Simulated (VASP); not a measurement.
# Ge in VASP: further runs

Ge is run at these levels: r2SCAN; tasks: single point.

Everything below comes from runs of VASP 6.6.1. Logs are shortened: lines on timing, memory, paths and dates and some standing lists are left out, and cuts for length are marked.

### Step 1. The cell of the first run

Symmetry: Fd-3m, No. 227, cubic system. The conventional cell has a = 5.650 Å, b = 5.650 Å, c = 5.650 Å, α = 90.00°, β = 90.00°, γ = 90.00°. Ge (site symmetry -43m) has 4 Ge at 2.45 Å within 3.2 Å.

### Step 2. Single point, r2SCAN

POSCAR reads:

```
Ge
1.0
    0.0000000000      2.8251092816      2.8251092816
    2.8251092816      0.0000000000      2.8251092816
    2.8251092816      2.8251092816      0.0000000000
Ge
2
Direct
    0.5000000000      0.5000000000      0.5000000000
    0.7500000000      0.7500000000      0.7500000000
```

INCAR.step1 reads:

```
SYSTEM = Ge
ALGO = Normal ; EDIFF = 1E-5
ENCUT = 550 ; GGA = PE
GGA_COMPAT = .False. ; ISMEAR = 0
LASPH = .True. ; LCHARG = .False.
LREAL = .False. ; LWAVE = .True.
NBANDS = 21 ; NELM = 120
PREC = Accurate ; SIGMA = 0.02
```

INCAR.step2 reads:

```
SYSTEM = Ge
ALGO = Normal ; EDIFF = 1E-6
ENCUT = 550 ; GGA_COMPAT = .False.
ISIF = 2 ; ISMEAR = 0
ISTART = 1 ; LASPH = .True.
LCHARG = .True. ; LELF = .True.
LMIXTAU = .True. ; LREAL = .False.
LVHAR = .True. ; LWAVE = .False.
METAGGA = R2SCAN ; NBANDS = 21
NELM = 120 ; PREC = Accurate
SIGMA = 0.02
```

KPOINTS reads:

```
k-points
0
Gamma
  12 12 12
  0 0 0
```

Potentials or basis: VASP PAW PBE potentials, release 64 (Ge_d).

Started as:

```bash
> cat potpaw_PBE.64/Ge_d/POTCAR > POTCAR
> cp INCAR.step1 INCAR
> mpirun -np 1 vasp_std > vasp.out
> cp INCAR.step2 INCAR
> mpirun -np 1 vasp_std > vasp.out
```

OUTCAR:

```text
SYSTEM = Ge
   EDIFF = 1E-6
   ENCUT = 550
   ISIF = 2
   ISMEAR = 0
   ISTART = 1
   LASPH = .True.
   LREAL = .False.
   METAGGA = R2SCAN
   NELM = 120
   PREC = Accurate

 ion  position               nearest neighbor table
   1  0.500  0.500  0.500-   2 2.45   2 2.45   2 2.45   2 2.45
   2  0.750  0.750  0.750-   1 2.45   1 2.45   1 2.45   1 2.45

  LATTYP: Found a face centered cubic cell.
 ALAT       =     5.6502185632

  Lattice vectors:

 A1 = (   0.0000000000,   2.8251092816,   2.8251092816)
 A2 = (   2.8251092816,   0.0000000000,   2.8251092816)
 A3 = (   2.8251092816,   2.8251092816,   0.0000000000)

Analysis of symmetry for initial positions (statically):
=====================================================================
 Subroutine PRICEL returns:
 Original cell was already a primitive cell.

 Routine SETGRP: Setting up the symmetry group for a
 face centered cubic supercell.

 Subroutine GETGRP returns: Found 48 space group operations
 (whereof 24 operations were pure point group operations)
 out of a pool of 48 trial point group operations.

The static configuration has the point symmetry T_d .
 The point group associated with its full space group is O_h .

Analysis of symmetry for dynamics (positions and initial velocities):
=====================================================================
 Subroutine PRICEL returns:
 Original cell was already a primitive cell.

 Routine SETGRP: Setting up the symmetry group for a
 face centered cubic supercell.

 Subroutine GETGRP returns: Found 48 space group operations
 (whereof 24 operations were pure point group operations)
 out of a pool of 48 trial point group operations.

The dynamic configuration has the point symmetry T_d .
 The point group associated with its full space group is O_h .

 Subroutine INISYM returns: Found 48 space group operations
 (whereof 24 operations are pure point group operations),
 and found     1 'primitive' translations

----------------------------------------------------------------------------------------

                                     Primitive cell

  volume of cell :      45.0958

  direct lattice vectors                    reciprocal lattice vectors
     0.000000000  2.825109282  2.825109282    -0.176984304  0.176984304  0.176984304
     2.825109282  0.000000000  2.825109282     0.176984304 -0.176984304  0.176984304
     2.825109282  2.825109282  0.000000000     0.176984304  0.176984304 -0.176984304

  length of vectors
     3.995307861  3.995307861  3.995307861     0.306545807  0.306545807  0.306545807

  position of ions in fractional coordinates (direct lattice)
     0.500000000  0.500000000  0.500000000
     0.750000000  0.750000000  0.750000000

  ion indices of the primitive-cell ions
   primitive index   ion index
                 1           1
                 2           2

----------------------------------------------------------------------------------------

 KPOINTS: k-points

Automatic generation of k-mesh.
 Grid dimensions read from file:
 generate k-points for:   12   12   12

 Generating k-lattice:

  Cartesian coordinates                     Fractional coordinates (reciprocal lattice)
    -0.014748692  0.014748692  0.014748692     0.083333333  0.000000000  0.000000000
     0.014748692 -0.014748692  0.014748692     0.000000000  0.083333333  0.000000000
     0.014748692  0.014748692 -0.014748692     0.000000000  0.000000000  0.083333333

  Length of vectors
     0.025545484  0.025545484  0.025545484

  Shift w.r.t. Gamma in fractional coordinates (k-lattice)
     0.000000000  0.000000000  0.000000000

 Subroutine IBZKPT returns following result:
 ===========================================

 Found     72 irreducible k-points:

 Following reciprocal coordinates:
            Coordinates               Weight
  0.000000  0.000000  0.000000      1.000000
  0.083333  0.000000  0.000000      8.000000
  0.166667  0.000000  0.000000      8.000000
  0.250000  0.000000  0.000000      8.000000
  0.333333  0.000000  0.000000      8.000000
  0.416667  0.000000  0.000000      8.000000
[... 16 lines left out ...]
  0.500000  0.166667  0.000000     24.000000
 -0.416667  0.166667  0.000000     24.000000
 [... further k-points ...]
   k-points           NKPTS =     72   k-points in BZ     NKDIM =     72   number of bands    NBANDS=     21
   number of dos      NEDOS =    301   number of ions     NIONS =      2
   total plane-waves  NPLWV =  32768
   dimension x,y,z NGX =    32 NGY =   32 NGZ =   32
   dimension x,y,z NGXF=    64 NGYF=   64 NGZF=   64
   ions per type =               2
   NGX,Y,Z   is equivalent  to a cutoff of  13.32, 13.32, 13.32 a.u.
   NGXF,Y,Z  is equivalent  to a cutoff of  26.63, 26.63, 26.63 a.u.
 SYSTEM =  Ge
   PREC   = accura    normal or accurate (medium, high low for compatibility)
   ISTART =      1    job   : 0-new  1-cont  2-samecut
   ICHARG =      0    charge: 1-file 2-atom 10-const
   ISPIN  =      1    spin polarized calculation?
   LNONCOLLINEAR =      F non collinear calculations
   LSORBIT =      F    spin-orbit coupling
   LASPH  =      T    aspherical Exc in radial PAW
   ENCUT  =  550.0 eV  40.42 Ry    6.36 a.u.   7.64  7.64  7.64*2*pi/ulx,y,z
   NELM   =    120;   NELMIN=  2; NELMDL=  0     # of ELM steps
   EDIFF  = 0.1E-05   stopping-criterion for ELM
   LREAL  =      F    real-space projection
   EDIFFG = 0.1E-04   stopping-criterion for IOM
   NSW    =      0    number of steps for IOM
   IBRION =     -1    ionic relax: 0-MD 1-quasi-New 2-CG
   NFREE  =      0    steps in history (QN), initial steepest desc. (CG)
   ISIF   =      2    stress and relaxation
   ISYM   =      2    0-nonsym 1-usesym 2-fastsym
   POTIM  = 0.5000    time-step for ionic-motion
   TEBEG  =    0.0;   TEEND  =   0.0 temperature during run
   PSTRESS=    0.0 pullay stress
   NELECT =      28.0000    total number of electrons
   NUPDOWN=      -1.0000    fix difference up-down
   EMIN   =  10.00;   EMAX   =-10.00  energy-range for DOS
   EFERMI =   0.00;   METHOD = LEGACY
   ISMEAR =     0;   SIGMA  =   0.02  broadening in eV -4-tet -1-fermi 0-gaus
   EFERMI_NEDOS =   21; number of points for ismear=-14 and -15
   IALGO  =     38    algorithm
   IMIX   =      4    mixing-type and parameters
     AMIX     =   0.40;   BMIX     =  1.00
     AMIX_MAG =   1.60;   BMIX_MAG =  1.00
  volume/ion in A,a.u.               =      22.55       152.16
  Fermi-wavevector in a.u.,A,eV,Ry     =   1.396633  2.639253 26.539298  1.950583
  Thomas-Fermi vector in A             =   2.519968
   LORBIT       =      0    0 simple, 1 ext, 2 COOP (PROOUT), +10 PAW based schemes
   METAGGA = R2SCAN    functional components
   LHFCALC =     F    Hartree Fock is set to
   AEXX    =    0.0000 exact exchange contribution
   IVDW    =     0    specifies the selected vdW correction
   LEPSILON=     F    determine dielectric tensor
   LRPA    =     F    only Hartree local field effects (RPA)
 non-spin polarized calculation
 Gauss-broadening in eV      SIGMA  =   0.02
  energy-cutoff  :      550.00
  volume of cell :       45.10
 maximum number of plane-waves:      1363
   NGX = 15   NGY = 15   NGZ = 15

 number of electron      28.0000010 magnetization

 Free energy of the ion-electron system (eV)
  ---------------------------------------------------
  ext. energy  EPLUGINS =         0.00000000
  ---------------------------------------------------
  free energy    TOTEN  =       -27.74280448 eV

  energy without entropy =      -27.74280448  energy(sigma->0) =      -27.74280448

 E-fermi :   4.9669     XC(G=0): -10.8407

 val. band max:        4.8404157959   @ k =   0.0000   0.0000   0.0000
 cond. band min:       5.2834455625   @ k =   0.0000   0.0000   0.0000
 fundamental gap:      0.4430297667
 Fermi energy:         4.9668539393

 k-point     1 :       0.0000    0.0000    0.0000
  band No.  band energies     occupation
      1     -20.6592      2.00000
      2     -20.6592      2.00000
      3     -20.6592      2.00000
      4     -20.6193      2.00000
      5     -20.6193      2.00000
      6     -20.3996      2.00000
[... 13 lines left out ...]
     20      14.7869      0.00000
     21      14.7869      0.00000

 k-point     2 :       0.0833    0.0000    0.0000
  band No.  band energies     occupation
      1     -20.6636      2.00000
      2     -20.6636      2.00000
      3     -20.6580      2.00000
      4     -20.6132      2.00000
      5     -20.6132      2.00000
      6     -20.4051      2.00000
[... 13 lines left out ...]
     20      14.2373      0.00000
     21      14.2373      0.00000

 k-point     3 :       0.1667    0.0000    0.0000
  band No.  band energies     occupation
      1     -20.6716      2.00000
      2     -20.6716      2.00000
      3     -20.6547      2.00000
      4     -20.6008      2.00000
      5     -20.6008      2.00000
      6     -20.4146      2.00000
[... 13 lines left out ...]
     20      13.6701      0.00000
     21      13.6702      0.00000

 k-point     4 :       0.2500    0.0000    0.0000
  band No.  band energies     occupation
      1     -20.6782      2.00000
      2     -20.6782      2.00000
      3     -20.6502      2.00000
      4     -20.5889      2.00000
      5     -20.5889      2.00000
      6     -20.4229      2.00000
[... 13 lines left out ...]
     20      13.6569      0.00000
     21      13.6569      0.00000

 k-point     5 :       0.3333    0.0000    0.0000
  band No.  band energies     occupation
      1     -20.6823      2.00000
      2     -20.6823      2.00000
      3     -20.6456      2.00000
      4     -20.5805      2.00000
      5     -20.5805      2.00000
      6     -20.4280      2.00000
[... 13 lines left out ...]
     20      14.3366      0.00000
     21      14.3366      0.00000
[... 382 lines left out ...]
     20      15.2200      0.00000
     21      15.6830      0.00000

 k-point    22 :       0.4167    0.1667    0.0000
  band No.  band energies     occupation
      1     -20.6981      2.00000
      2     -20.6846      2.00000
      3     -20.6347      2.00000
      4     -20.5697      2.00000
      5     -20.5481      2.00000
      6     -20.4799      2.00000
[... 13 lines left out ...]
     20      15.7212      0.00000
     21      16.6366      0.00000

 k-point    23 :       0.5000    0.1667    0.0000
  band No.  band energies     occupation
      1     -20.7023      2.00000
      2     -20.6884      2.00000
      3     -20.6233      2.00000
      4     -20.5603      2.00000
      5     -20.5520      2.00000
      6     -20.4723      2.00000
[... 13 lines left out ...]
     20      16.6025      0.00000
     21      16.7462      0.00000

 k-point    24 :      -0.4167    0.1667    0.0000
  band No.  band energies     occupation
      1     -20.7025      2.00000
      2     -20.6910      2.00000
      3     -20.6174      2.00000
      4     -20.5617      2.00000
      5     -20.5535      2.00000
      6     -20.4582      2.00000
[... 13 lines left out ...]
     20      15.0857      0.00000
     21      15.8877      0.00000

 [... further k-points ...]

------------------------ aborting loop because EDIFF is reached ----------------------------------------

  FORCE on cell =-STRESS in cart. coord.  units (eV):
  Direction    XX          YY          ZZ          XY          YZ          ZX
  --------------------------------------------------------------------------------------
  -------------------------------------------------------------------------------------
  Total        0.3095861      0.3095861      0.3095861      0.0000000      0.0000000     -0.0000000
  in kB       10.9990795     10.9990795     10.9990795      0.0000000      0.0000000     -0.0000000
  external PRESSURE =      10.9990795 kB  Pullay stress =       0.0000000 kB

 VOLUME and BASIS-vectors are now :
 -----------------------------------------------------------------------------
  energy-cutoff  :      550.00
  volume of cell :       45.10
      direct lattice vectors                 reciprocal lattice vectors
     0.000000000  2.825109282  2.825109282    -0.176984304  0.176984304  0.176984304
     2.825109282  0.000000000  2.825109282     0.176984304 -0.176984304  0.176984304
     2.825109282  2.825109282  0.000000000     0.176984304  0.176984304 -0.176984304

 POSITION                                       TOTAL-FORCE (eV/Angst)
 -----------------------------------------------------------------------------------
      2.82511      2.82511      2.82511         0.000000      0.000000      0.000000
      4.23766      4.23766      4.23766        -0.000000     -0.000000     -0.000000
 -----------------------------------------------------------------------------------
    total drift:                               -0.000000     -0.000000      0.000000

  FREE ENERGIE OF THE ION-ELECTRON SYSTEM (eV)
  ---------------------------------------------------
  free  energy   TOTEN  =       -27.7428044815 eV

  energy  without entropy=      -27.7428044815  energy(sigma->0) =      -27.74280448
```

Wall time 2 min (1 thread of Intel Xeon 6975P-C, shared host); peak memory 0.22 GiB.

Results:

```
Free energy            : -27.7428 eV
Pressure               : 1.1 GPa
Band gap on the k mesh : 0.44 eV, direct
```

Levels at points of the mesh, in eV from the valence-band top:
```csv
k point,band 12,band 13,band 14,band 15,band 16,band 17
"(0.00, 0.00, 0.00)",0.00,0.00,0.00,0.44,2.72,2.72
"(0.50, 0.00, 0.00)",-7.89,-1.49,-1.49,0.46,4.00,4.00
"(0.50, 0.50, 0.00)",-9.23,-3.24,-3.24,0.97,0.97,10.14
```

Caveat: the PAW data sets were made with another functional, which shifts forces and pressure a little. A k mesh can miss the band edges.

### Step 3. Single point, r2SCAN

This run uses another cell than the first one, of 23.16 Å³/atom, 1.027 times its volume.

POSCAR reads:

```
Ge
1.0
    0.0000000000      2.8506232778      2.8506232778
    2.8506232778      0.0000000000      2.8506232778
    2.8506232778      2.8506232778      0.0000000000
Ge
2
Direct
    0.5000000000      0.5000000000      0.5000000000
    0.7500000000      0.7500000000      0.7500000000
```

INCAR.step1 reads:

```
  ALGO = Normal
  EDIFF = 1E-5
  ENCUT = 550
  GGA = PE
  GGA_COMPAT = F
  ISMEAR = 0
  LASPH = T
  LCHARG = F
  LREAL = F
  LWAVE = T
  NBANDS = 21
  NELM = 120
  PREC = Accurate
  SIGMA = 0.02
```

INCAR.step2 reads:

```
  ALGO = Normal
  EDIFF = 1E-6
  ENCUT = 550
  GGA_COMPAT = F
  ISIF = 2
  ISMEAR = 0
  ISTART = 1
  LASPH = T
  LCHARG = T
  LELF = T
  LMIXTAU = T
  LREAL = F
  LVHAR = T
  LWAVE = F
  METAGGA = R2SCAN
  NBANDS = 21
  NELM = 120
  PREC = Accurate
  SIGMA = 0.02
```

KPOINTS reads:

```
k-points
0
Gamma
  12 12 12
```

Potentials or basis: VASP PAW PBE potentials, release 64 (Ge_d).

Started as:

```bash
> cat potpaw_PBE.64/Ge_d/POTCAR > POTCAR
> cp INCAR.step1 INCAR
> mpirun -np 1 vasp_std > vasp.out
> cp INCAR.step2 INCAR
> mpirun -np 1 vasp_std > vasp.out
```

Run time: 2 min. Hardware: 1 thread of Intel Xeon 6975P-C, shared host; peak memory 0.22 GiB.

It converged, with:

```yaml
Free_energy: -27.7436 eV
Pressure: -0.8 GPa
Band_gap_on_the_k_mesh: 0.18 eV, direct
```

Levels at points of the mesh, in eV from the valence-band top:
```tsv
k point	band 10	band 11	band 12	band 13	band 14	band 15	band 16	band 17	band 18	band 19
(0.00, 0.00, 0.00)	-25.20	-13.13	0.00	0.00	0.00	0.18	2.70	2.70	2.70	7.00
(0.50, 0.00, 0.00)	-25.18	-10.99	-7.76	-1.45	-1.45	0.37	3.99	3.99	7.64	11.05
(0.50, 0.50, 0.00)	-25.17	-9.13	-9.13	-3.14	-3.14	1.00	1.00	9.91	9.91	12.11
```

Caveat: the PAW data sets were made with another functional, which shifts forces and pressure a little. A k mesh can miss the band edges.

### Step 4. Single point, r2SCAN (uniaxial strain along c: +4.0 %)

POSCAR reads:

```
Ge
1.0
    2.8090528363      2.8090528363      0.0000000000
   -2.8090528363      2.8090528363      0.0000000000
    0.0000000000      0.0000000000      5.9018483834
Ge
4
Direct
    0.5000000000      0.5000000000      0.5000000000
    0.5000000000      0.0000000000      0.2500000000
    0.0000000000      0.0000000000      0.0000000000
    0.0000000000      0.5000000000      0.7500000000
```

INCAR.step1 reads:

```
SYSTEM = Ge
PREC = Accurate
ENCUT = 520
ISMEAR = 0
SIGMA = 0.02
LREAL = .FALSE.
LASPH = .TRUE.
NELM = 60
NBANDS = 36
GGA = PE
ALGO = Normal
EDIFF = 1E-4
LWAVE = .TRUE.
LCHARG = .FALSE.
```

INCAR.step2 reads:

```
SYSTEM = Ge
PREC = Accurate
ENCUT = 520
EDIFF = 1E-7
ISMEAR = 0
SIGMA = 0.02
LREAL = .FALSE.
LASPH = .TRUE.
NELM = 60
ALGO = Normal
ISIF = 2
LWAVE = .FALSE.
LCHARG = .FALSE.
METAGGA = R2SCAN
LMIXTAU = .TRUE.
NBANDS = 36
ISTART = 1
```

KPOINTS reads:

```
regular mesh
0
G
  10 10 6
  0 0 0
```

Started as:

```bash
> cat potpaw_PBE.64/Ge_d/POTCAR > POTCAR
> cp INCAR.step1 INCAR
> mpirun -np 1 vasp_std > vasp.out
> cp INCAR.step2 INCAR
> mpirun -np 1 vasp_std > vasp.out
```

Run time: 33 min. Hardware: 1 thread of AMD EPYC 7R13, shared host; peak memory 0.31 GiB.

Results (log left out):

```
Free energy            : -55.4423 eV
Pressure               : -1.2 GPa
Band gap on the k mesh : zero (filled and empty bands touch)
```

Stress tensor (GPa, compression positive):
```
 0.26  0.00  0.00
 0.00  0.26  0.00
 0.00  0.00 -4.07
```

Levels at points of the mesh, in eV from the Fermi level:
```tsv
k point	band 24	band 25	band 26	band 27	band 28	band 29	band 30	band 31	band 32	band 33
(0.00, 0.00, 0.00)	-3.02	-3.02	-0.42	-0.03	0.00	0.00	1.15	1.15	2.49	2.49
(0.50, 0.00, 0.00)	-6.89	-4.18	-4.18	-1.42	-1.42	2.30	2.30	4.85	4.85	4.98
(0.50, 0.50, 0.00)	-9.16	-3.37	-3.37	-3.37	-3.37	0.73	0.73	0.73	0.73	9.59
(0.00, 0.00, 0.50)	-5.16	-2.01	-2.01	-2.01	-2.01	1.41	1.41	2.83	2.83	5.88
(0.50, 0.00, 0.50)	-7.87	-1.81	-1.81	-1.34	-1.34	0.16	0.16	3.76	3.76	3.99
(0.50, 0.50, 0.50)	-9.09	-4.06	-4.06	-4.06	-4.06	3.99	3.99	3.99	3.99	4.55
```

Caveat: the cell differs from its parent crystal (uniaxial strain along c: +4.0 %); the PAW data sets were made with another functional, which shifts forces and pressure a little.

### Step 5. The runs side by side

| cell | k mesh | cutoff (eV) | gap on the mesh (eV) | pressure (GPa) |
| --- | --- | --- | --- | --- |
| a = 3.995 Å, angles 60.0°, 2 atoms | 12 × 12 × 12 | 550 | 0.44 | 1.1 |
| a = 4.031 Å, angles 60.0°, 2 atoms | 12 × 12 × 12 | 550 | 0.18 | -0.8 |
| a = 3.973, b = 3.973, c = 5.902 Å, 4 atoms | 10 × 10 × 6 | 520 | none | -1.2 |

Alike in all rows: task single point; level r2SCAN; potentials or basis VASP PAW PBE potentials, release 64 (Ge_d); no spin polarisation; smearing gaussian 0.02 eV.

Caveats: the PAW data sets were made with another functional, which shifts forces and pressure a little.

Total energies depend on the potentials used, so only differences within one code and one set of settings carry meaning.
